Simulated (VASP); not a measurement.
Here is a VASP 6.6.1 calculation.

The input POSCAR:

```
RbBr
1.0
    0.0000000000      3.4608261468      3.4608261468
    3.4608261468      0.0000000000      3.4608261468
    3.4608261468      3.4608261468      0.0000000000
Rb Br
1 1
Direct
    0.0000000000      0.0000000000      0.0000000000
    0.5000000000      0.5000000000      0.5000000000
```

File INCAR.step1:

```
SYSTEM = RbBr
PREC = Accurate ; ENCUT = 520
ISMEAR = 0 ; SIGMA = 0.01
LREAL = .False. ; LASPH = .True.
NELM = 60 ; NBANDS = 15
GGA = PE ; ALGO = Normal
EDIFF = 1E-4 ; LWAVE = .True.
LCHARG = .False.
```

File INCAR.step2:

```
SYSTEM = RbBr
PREC = Accurate ; ENCUT = 520
EDIFF = 1E-6 ; ISMEAR = 0
SIGMA = 0.01 ; LREAL = .False.
LASPH = .True. ; NELM = 60
ALGO = Normal ; ISIF = 2
LWAVE = .False. ; LCHARG = .True.
METAGGA = R2SCAN ; LMIXTAU = .True.
LELF = .True. ; LVHAR = .True.
NBANDS = 15 ; ISTART = 1
```

KPOINTS

```
regular mesh
0
Gamma
  6 6 6
  0 0 0
```

Potentials or basis: VASP PAW PBE potentials, release 64 (Rb_sv, Br).

Command:

```bash
$ cat potpaw_PBE.64/Rb_sv/POTCAR potpaw_PBE.64/Br/POTCAR > POTCAR
$ cp INCAR.step1 INCAR
$ mpirun -np 1 vasp_std > vasp.out
$ cp INCAR.step2 INCAR
$ mpirun -np 1 vasp_std > vasp.out
```

(1) Estimate the band gap on the k mesh.

(2) What does it give for the pressure?

Answers

(1) 4.89 eV.

(2) 0.0 GPa.

Caveat: the PAW data sets were made with another functional, which shifts forces and pressure a little.
